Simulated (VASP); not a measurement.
# Ge (Cmcm) in VASP: further runs, part 3 of 3

VASP 6.6.1. Earlier steps stand in the parts before.

## 4. Single point, HF

Contents of POSCAR:

```
Ge
1.0
    1.4880529250     -2.5946896100      0.0000000000
    1.4880529250      2.5946896100      0.0000000000
    0.0000000000      0.0000000000      4.7275957900
Ge
2
Direct
    0.3334466300      0.6665533700      0.2500000000
    0.6665533700      0.3334466300      0.7500000000
```

Contents of INCAR.step1:

```
PREC     = Accurate       # precision mode
ENCUT    = 520            # plane-wave cutoff, eV
EDIFF    = 1E-5           # SCF threshold, eV
ISMEAR   = -1             # smearing method
SIGMA    = 0.05           # smearing width, eV
LREAL    = F              # projectors in reciprocal space
LASPH    = T              # aspherical terms in the spheres
NELM     = 100            # most SCF steps
ALGO     = Normal         # electronic algorithm
ISIF     = 2              # what is computed and relaxed
LWAVE    = T              # write WAVECAR
LCHARG   = F              # write CHGCAR
NBANDS   = 21             # bands
GGA      = PE             # functional
```

Contents of INCAR.step2:

```
PREC     = Accurate       # precision mode
ENCUT    = 520            # plane-wave cutoff, eV
EDIFF    = 1E-6           # SCF threshold, eV
ISMEAR   = -1             # smearing method
SIGMA    = 0.05           # smearing width, eV
LREAL    = F              # projectors in reciprocal space
LASPH    = T              # aspherical terms in the spheres
NELM     = 100            # most SCF steps
ALGO     = Normal         # electronic algorithm
ISIF     = 2              # what is computed and relaxed
LWAVE    = F              # write WAVECAR
LCHARG   = F              # write CHGCAR
GGA      = PE             # functional
LHFCALC  = T              # exact exchange
AEXX     = 1.0            # exact-exchange fraction
ALDAC    = 0.0          
AGGAC    = 0.0          
PRECFOCK = Normal       
NBANDS   = 21             # bands
ISTART   = 1
```

Contents of KPOINTS:

```
regular mesh
0
Gamma
  5 5 3
```

Potentials or basis: VASP PAW PBE potentials, release 64 (Ge_d).

On the command line:

```sh
$ cat potpaw_PBE.64/Ge_d/POTCAR > POTCAR
$ cp INCAR.step1 INCAR
$ mpirun -np 1 vasp_std > vasp.out
$ cp INCAR.step2 INCAR
$ mpirun -np 1 vasp_std > vasp.out
```

OUTCAR:

```text
PREC = Accurate
   ENCUT = 520
   EDIFF = 1E-6
   ISMEAR = -1
   LREAL = F
   LASPH = T
   NELM = 100
   ISIF = 2
   GGA = PE
   LHFCALC = T
   AEXX = 1.0
   PRECFOCK = Normal
   ISTART = 1

 ion  position               nearest neighbor table
   1  0.333  0.667  0.250-
   2  0.667  0.333  0.750-

  LATTYP: Found a base centered orthorhombic cell.
 ALAT       =     2.9761058500
 B/A-ratio  =     1.7436809984
 C/A-ratio  =     1.5885173540

  Lattice vectors:

 A1 = (   1.4880529250,  -2.5946896100,   0.0000000000)
 A2 = (   1.4880529250,   2.5946896100,   0.0000000000)
 A3 = (   0.0000000000,   0.0000000000,   4.7275957900)

Analysis of symmetry for initial positions (statically):
=====================================================================
 Subroutine PRICEL returns:
 Original cell was already a primitive cell.

 Routine SETGRP: Setting up the symmetry group for a
 base centered orthorhombic supercell.

 Subroutine GETGRP returns: Found  8 space group operations
 (whereof  4 operations were pure point group operations)
 out of a pool of  8 trial point group operations.

The static configuration has the point symmetry C_2h.
 The point group associated with its full space group is D_2h.

Analysis of symmetry for dynamics (positions and initial velocities):
=====================================================================
 Subroutine PRICEL returns:
 Original cell was already a primitive cell.

 Routine SETGRP: Setting up the symmetry group for a
 base centered orthorhombic supercell.

 Subroutine GETGRP returns: Found  8 space group operations
 (whereof  4 operations were pure point group operations)
 out of a pool of  8 trial point group operations.

The dynamic configuration has the point symmetry C_2h.
 The point group associated with its full space group is D_2h.

 Subroutine INISYM returns: Found  8 space group operations
 (whereof  4 operations are pure point group operations),
 and found     1 'primitive' translations

----------------------------------------------------------------------------------------

                                     Primitive cell

  volume of cell :      36.5068

  direct lattice vectors                    reciprocal lattice vectors
     1.488052925 -2.594689610  0.000000000     0.336009554 -0.192701277  0.000000000
     1.488052925  2.594689610  0.000000000     0.336009554  0.192701277  0.000000000
     0.000000000  0.000000000  4.727595790     0.000000000  0.000000000  0.211524006

  length of vectors
     2.991106096  2.991106096  4.727595790     0.387345069  0.387345069  0.211524006

  position of ions in fractional coordinates (direct lattice)
     0.333446630  0.666553370  0.250000000
     0.666553370  0.333446630  0.750000000

  ion indices of the primitive-cell ions
   primitive index   ion index
                 1           1
                 2           2

----------------------------------------------------------------------------------------

 KPOINTS: regular mesh

Automatic generation of k-mesh.
 Grid dimensions read from file:
 generate k-points for:    5    5    3

 Generating k-lattice:

  Cartesian coordinates                     Fractional coordinates (reciprocal lattice)
     0.067201911 -0.038540255  0.000000000     0.200000000 -0.000000000  0.000000000
     0.067201911  0.038540255  0.000000000    -0.000000000  0.200000000  0.000000000
     0.000000000  0.000000000  0.070508002     0.000000000  0.000000000  0.333333333

  Length of vectors
     0.077469014  0.077469014  0.070508002

  Shift w.r.t. Gamma in fractional coordinates (k-lattice)
     0.000000000  0.000000000  0.000000000

 Subroutine IBZKPT returns following result:
 ===========================================

 Found     18 irreducible k-points:

 Following reciprocal coordinates:
            Coordinates               Weight
  0.000000  0.000000  0.000000      1.000000
  0.200000  0.000000  0.000000      4.000000
  0.400000 -0.000000  0.000000      4.000000
  0.200000  0.200000  0.000000      2.000000
  0.400000  0.200000  0.000000      4.000000
 -0.400000  0.200000  0.000000      4.000000
[... 10 lines left out ...]
  0.400000  0.400000  0.333333      4.000000
 -0.400000  0.400000  0.333333      4.000000
   k-points           NKPTS =     18   k-points in BZ     NKDIM =     75   number of bands    NBANDS=     21
   number of dos      NEDOS =    301   number of ions     NIONS =      2
   total plane-waves  NPLWV =  20736
   dimension x,y,z NGX =    24 NGY =   24 NGZ =   36
   dimension x,y,z NGXF=    48 NGYF=   48 NGZF=   72
   ions per type =               2
   NGX,Y,Z   is equivalent  to a cutoff of  13.34, 13.34, 12.66 a.u.
   NGXF,Y,Z  is equivalent  to a cutoff of  26.68, 26.68, 25.32 a.u.
 SYSTEM =  unknown system
   PREC   = accura    normal or accurate (medium, high low for compatibility)
   ISTART =      1    job   : 0-new  1-cont  2-samecut
   ICHARG =      0    charge: 1-file 2-atom 10-const
   ISPIN  =      1    spin polarized calculation?
   LNONCOLLINEAR =      F non collinear calculations
   LSORBIT =      F    spin-orbit coupling
   LASPH  =      T    aspherical Exc in radial PAW
   ENCUT  =  520.0 eV  38.22 Ry    6.18 a.u.   5.56  5.56  8.79*2*pi/ulx,y,z
   NELM   =    100;   NELMIN=  2; NELMDL=  0     # of ELM steps
   EDIFF  = 0.1E-05   stopping-criterion for ELM
   LREAL  =      F    real-space projection
   EDIFFG = 0.1E-04   stopping-criterion for IOM
   NSW    =      0    number of steps for IOM
   IBRION =     -1    ionic relax: 0-MD 1-quasi-New 2-CG
   NFREE  =      0    steps in history (QN), initial steepest desc. (CG)
   ISIF   =      2    stress and relaxation
   ISYM   =      3    0-nonsym 1-usesym 2-fastsym
   POTIM  = 0.5000    time-step for ionic-motion
   TEBEG  =    0.0;   TEEND  =   0.0 temperature during run
   PSTRESS=    0.0 pullay stress
   NELECT =      28.0000    total number of electrons
   NUPDOWN=      -1.0000    fix difference up-down
   EMIN   =  10.00;   EMAX   =-10.00  energy-range for DOS
   EFERMI =   0.00;   METHOD = LEGACY
   ISMEAR =    -1;   SIGMA  =   0.05  broadening in eV -4-tet -1-fermi 0-gaus
   EFERMI_NEDOS =   21; number of points for ismear=-14 and -15
   IALGO  =     38    algorithm
   IMIX   =      1    mixing-type and parameters
     AMIX     =   0.40;   BMIX     =  1.00
     AMIX_MAG =   1.60;   BMIX_MAG =  1.00
  volume/ion in A,a.u.               =      18.25       123.18
  Fermi-wavevector in a.u.,A,eV,Ry     =   1.498544  2.831837 30.553703  2.245634
  Thomas-Fermi vector in A             =   2.610289
   LORBIT       =      0    0 simple, 1 ext, 2 COOP (PROOUT), +10 PAW based schemes
   GGA     = PE    functional components
   LHFCALC =     T    Hartree Fock is set to
   PRECFOCK=normal    Normal, Fast or Accurate (Low or Medium for compatibility)
   ENCUT4O =  -1.0   cutoff for four orbital integrals eV
   NKREDX  =     1    reduce k-point grid by
   NKREDY  =     1    reduce k-point grid by
   NKREDZ  =     1    reduce k-point grid by
   AEXX    =    1.0000 exact exchange contribution
   HFSCREEN=    0.0000 screening length (either q_TF or 0.3 A-1)
   HFSCREENC=   0.0000 screening length for correlation (either q_TF or 0.3 A-1)
   ENCUTFOCK=  -1.0 apply spherical cutoff to Coloumb kernel
   IVDW    =     0    specifies the selected vdW correction
   LEPSILON=     F    determine dielectric tensor
   LRPA    =     F    only Hartree local field effects (RPA)
 non-spin polarized calculation
  energy-cutoff  :      520.00
  volume of cell :       36.51
 maximum number of plane-waves:      1004
 NGX is ok and might be reduce to    24
  NGX = 18; NGY = 18; NGZ = 28

 number of electron      28.0000013 magnetization

 Free energy of the ion-electron system (eV)
  ---------------------------------------------------
  ext. energy  EPLUGINS =         0.00000000
  ---------------------------------------------------
  free energy    TOTEN  =       -14.79434929 eV

  energy without entropy =      -14.79135017  energy(sigma->0) =      -14.79284973

 E-fermi :   7.6766     XC(G=0):   0.0000

 val. band max:        7.6216785023   @ k =   0.2000   0.2000   0.3333
 cond. band min:       9.8628679760   @ k =  -0.4000   0.2000   0.3333
 fundamental gap:      2.2411894737
 Fermi energy:         7.6766091167

 k-point     1 :       0.0000    0.0000    0.0000
  band No.  band energies     occupation
      1     -31.6031      2.00000
      2     -31.5982      2.00000
      3     -31.5964      2.00000
      4     -31.5931      2.00000
      5     -31.5893      2.00000
      6     -31.5833      2.00000
[... 421 lines left out ...]
     20      22.4717      0.00000
     21      23.7985      0.00000

------------------------ aborting loop because EDIFF is reached ----------------------------------------

  FORCE on cell =-STRESS in cart. coord.  units (eV):
  Direction    XX          YY          ZZ          XY          YZ          ZX
  --------------------------------------------------------------------------------------
  -------------------------------------------------------------------------------------
  Total        1.3354281      1.4718756      4.0687696      0.0000000     -0.0000000      0.0000000
  in kB       58.6080083     64.5962899    178.5663241      0.0000000     -0.0000000      0.0000000
  external PRESSURE =     100.5902074 kB  Pullay stress =       0.0000000 kB

 VOLUME and BASIS-vectors are now :
 -----------------------------------------------------------------------------
  energy-cutoff  :      520.00
  volume of cell :       36.51
      direct lattice vectors                 reciprocal lattice vectors
     1.488052925 -2.594689610  0.000000000     0.336009554 -0.192701277  0.000000000
     1.488052925  2.594689610  0.000000000     0.336009554  0.192701277  0.000000000
     0.000000000  0.000000000  4.727595790     0.000000000  0.000000000  0.211524006

 POSITION                                       TOTAL-FORCE (eV/Angst)
 -----------------------------------------------------------------------------------
      1.48805      0.86431      1.18190         0.000000     -0.112265      0.000000
      1.48805     -0.86431      3.54570         0.000000      0.112265      0.000000
 -----------------------------------------------------------------------------------
    total drift:                               -0.000000     -0.000000      0.000000

  FREE ENERGIE OF THE ION-ELECTRON SYSTEM (eV)
  ---------------------------------------------------
  free  energy   TOTEN  =       -14.7943492940 eV

  energy  without entropy=      -14.7913501732  energy(sigma->0) =      -14.79284973
```

It took 18 min on 1 thread of Intel Xeon 6975P-C (Granite Rapids), shared host; peak memory 0.16 GiB.

Results:

- Free energy: -14.7943 eV
- Pressure: 10.1 GPa
- Largest force: 0.112 eV/Å
- Band gap on the k mesh: zero (bands 14 and 15 overlap by 14.54 eV)

Forces on the atoms (eV/Å):
```
Ge   0.000 -0.112  0.000
Ge   0.000  0.112  0.000
```

Stress tensor (GPa, compression positive):
```
 5.86  0.00  0.00
 0.00  6.46  0.00
 0.00  0.00 17.86
```

Levels at points of the mesh, in eV from the Fermi level:
```
           k point  band 11  band 12  band 13  band 14  band 15  band 16  band 17  band 18
(0.00, 0.00, 0.00)   -20.94   -12.23    -9.82    12.19    12.34    14.78    14.86    16.65
```

Caveat: the k points lie up to 0.49 Å⁻¹ apart, too coarse for converged energies and pressures of a metal; the PAW data sets were made with another functional, which shifts forces and pressure a little.

## 5. Single point, PBE+D3(BJ), non-collinear spin, zero start, spin-orbit coupling

Contents of INCAR:

```
SYSTEM = Ge
PREC = Accurate ; ENCUT = 520
EDIFF = 1E-7 ; ISMEAR = 0
SIGMA = 0.05 ; LREAL = .False.
LASPH = .True. ; NELM = 150
ALGO = Normal ; ISIF = 2
LWAVE = .False. ; LCHARG = .False.
LNONCOLLINEAR = .True. ; MAGMOM = 0 0 0 0 0 0
LORBIT = 11 ; LSORBIT = .True.
GGA_COMPAT = .False. ; LORBMOM = .True.
GGA = PE ; IVDW = 12
NBANDS = 40
```

Contents of KPOINTS:

```
Automatic mesh
0
Gamma
  10 10 6
  0 0 0
```

Contents of POSCAR:

```
Ge
1.0
    2.9911061000      0.0000000000      0.0000000000
   -1.5105156839      2.5816773753      0.0000000000
    0.0000000000      0.0000000000      4.7275957900
Ge
2
Direct
    0.3334466300      0.6665533700      0.2500000000
    0.6665533700      0.3334466300      0.7500000000
```

Potentials or basis: VASP PAW PBE potentials, release 64 (Ge_d).

On the command line:

```sh
$ cat potpaw_PBE.64/Ge_d/POTCAR > POTCAR
$ mpirun -np 1 vasp_ncl > vasp.out
```

OUTCAR:

```text
SYSTEM = Ge
   PREC = Accurate
   ENCUT = 520
   EDIFF = 1E-7
   ISMEAR = 0
   LREAL = .False.
   LASPH = .True.
   NELM = 150
   ISIF = 2
   LNONCOLLINEAR = .True.
   LORBIT = 11
   LSORBIT = .True.
   GGA = PE
   IVDW = 12
 IVDW          = 12

 ion  position               nearest neighbor table
   1  0.333  0.667  0.250-
   2  0.667  0.333  0.750-

  LATTYP: Found a base centered orthorhombic cell.
 ALAT       =     2.9761058534
 B/A-ratio  =     1.7436809986
 C/A-ratio  =     1.5885173522

  Lattice vectors:

 A1 = (   2.9911061000,   0.0000000000,   0.0000000000)
 A2 = (  -1.5105156839,   2.5816773753,   0.0000000000)
 A3 = (   0.0000000000,   0.0000000000,   4.7275957900)

[... 1332 lines left out ...]
 l=   3
     0.0000000     0.0000000     0.0000000     0.0000000     0.0000000     0.0000000     0.0000000
     0.0000000     0.0000000     0.0000000     0.0000000     0.0000000     0.0000000     0.0000000
     0.0000000     0.0000000     0.0000000     0.0000000     0.0000000     0.0000000     0.0000000
     0.0000000     0.0000000     0.0000000     0.0000000     0.0000000     0.0000000     0.0000000
     0.0000000     0.0000000     0.0000000     0.0000000     0.0000000     0.0000000     0.0000000
     0.0000000     0.0000000     0.0000000     0.0000000     0.0000000     0.0000000     0.0000000
     0.0000000     0.0000000     0.0000000     0.0000000     0.0000000     0.0000000     0.0000000

 total charge

# of ion       s       p       d       tot
------------------------------------------
    1        1.271   0.908  10.028  12.207
    2        1.271   0.908  10.028  12.207
--------------------------------------------------
tot          2.542   1.815  20.056  24.413

 magnetization (x)

# of ion       s       p       d       tot
------------------------------------------
    1        0.000   0.000   0.000   0.000
    2        0.000   0.000   0.000   0.000
--------------------------------------------------
tot          0.000   0.000   0.000   0.000

 magnetization (y)

# of ion       s       p       d       tot
------------------------------------------
    1        0.000   0.000   0.000   0.000
    2        0.000   0.000   0.000   0.000
--------------------------------------------------
tot          0.000   0.000   0.000   0.000

 magnetization (z)

# of ion       s       p       d       tot
------------------------------------------
    1        0.000   0.000   0.000   0.000
    2        0.000   0.000   0.000   0.000
--------------------------------------------------
tot          0.000   0.000   0.000   0.000
```

stdout:

```text
POSCAR found type information on POSCAR Ge
 POSCAR found :  1 types and       2 ions
 scaLAPACK will be used
 LDA part: xc-table for (Slater+PW92), standard interpolation
 POSCAR, INCAR and KPOINTS ok, starting setup
 FFT: planning ... GRIDC
 FFT: planning ... GRID_SOFT
 FFT: planning ... GRID
 WAVECAR not read
 entering main loop
```

It took 5.6 min on 1 thread of Intel Xeon Platinum 8488C (Sapphire Rapids), shared host; peak memory 0.4 GiB.

Results:

```
Free energy                                           : -9.1033 eV
Pressure                                              : 1.1 GPa
Net moment                                            : 0.00 μB per cell
Valence electrons inside the program's atomic spheres : Ge 12.21
Dispersion energy per atom                            : -0.362 eV
```

Forces in eV/Å, atoms in the order of the input:
```
Ge  -0.003  0.001  0.000
Ge   0.003 -0.001  0.000
```

Moments on the atoms (μB; x, y, z):
```
Ge  0.00 0.00 0.00
Ge  0.00 0.00 0.00
```

## 6. Overview

| task | level | spin | cell | k mesh | cutoff (eV) | smearing | grid for exact exchange (PRECFOCK) | share of exact exchange | gap on the mesh (eV) | pressure (GPa) | relaxed volume (Å³/atom) | largest force (eV/Å) |
| --- | --- | --- | --- | --- | --- | --- | --- | --- | --- | --- | --- | --- |
| relaxation of cell and atoms | revPBE+D3(BJ) | off | relaxed from a = 2.991, b = 2.991, c = 4.728 Å, angles 90.0, 90.0, 120.3°, 2 atoms | 10 × 10 × 6 | 600 | fermi-dirac 0.05 eV | - | - | none | -0.1 | 18.07 | 0.01 |
| relaxation of cell and atoms | revPBE+D4 | off | relaxed from a = 2.991, b = 2.991, c = 4.728 Å, angles 90.0, 90.0, 120.3°, 2 atoms | 10 × 10 × 6 | 600 | fermi-dirac 0.05 eV | - | - | none | 0.0 | 18.22 | 0.01 |
| single point | HF | off | a = 2.991, b = 2.991, c = 4.728 Å, angles 90.0, 90.0, 120.3°, 2 atoms | 5 × 5 × 3 | 520 | fermi-dirac 0.05 eV | Normal | 1 | none | 10.1 | - | 0.11 |
| single point | PBE+D3(BJ) | non-collinear, zero start, SOC | a = 2.991, b = 2.991, c = 4.728 Å, angles 90.0, 90.0, 120.3°, 2 atoms | 10 × 10 × 6 | 520 | gaussian 0.05 eV | - | - | - | 1.1 | - | - |

Alike in all rows: potentials or basis VASP PAW PBE potentials, release 64 (Ge_d).

Caveats: some runs use coarse meshes; the PAW data sets were made with another functional, which shifts forces and pressure a little (at least some runs).

Absolute energies hang on the potentials; compare differences alone.
